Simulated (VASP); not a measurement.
Wanted: the native input for a VASP 6.6.1 run.

```
Task                   : single point
Functional             : LDA
Potentials or basis    : VASP PAW LDA potentials, release 64 (S, Mg)
Cutoff                 : 520 eV
k mesh                 : 8 × 8 × 4
Occupations            : fermi-dirac, width 0.05 eV
Spin                   : no spin polarisation
Dipole correction      : no
Further INCAR settings : ALGO = Normal; EDIFF = 1e-06; NBANDS = 16
```

The structure of MgS lies in POSCAR:

```
MgS
1.0
    3.9800937980      0.0000000000      0.0000000000
   -1.9900468990      3.4468623386      0.0000000000
    0.0000000000      0.0000000000      6.3453606289
S Mg
2 2
Direct
    0.6666666667      0.3333333333      0.8792441500
    0.3333333333      0.6666666667      0.3792441500
    0.3333333333      0.6666666667      0.9957548500
    0.6666666667      0.3333333333      0.4957548500
```

The input as run:

INCAR

```
SYSTEM = MgS
  PREC = Accurate
  ENCUT = 520
  EDIFF = 1E-6
  ISMEAR = -1
  SIGMA = 0.05
  LREAL = .False.
  LASPH = .True.
  NELM = 80
  ALGO = Normal
  ISIF = 2
  LWAVE = .False.
  LCHARG = .False.
  NBANDS = 16
```

KPOINTS

```
regular mesh
0
Gamma
  8 8 4
  0 0 0
```

Potentials or basis: VASP PAW LDA potentials, release 64 (S, Mg).

The run is started by

```sh
$ cat potpaw_LDA.64/S/POTCAR potpaw_LDA.64/Mg/POTCAR > POTCAR
$ mpirun -np 1 vasp_std > vasp.out
```

Results of the run:

```yaml
Pressure: 0.0 GPa
Largest_force: 0.050 eV/Å
Band_gap_on_the_k_mesh: 3.36 eV, direct
```

Wall time 56 s on 1 thread of Intel Xeon 8259CL, on a shared host, peak memory 0.19 GiB.
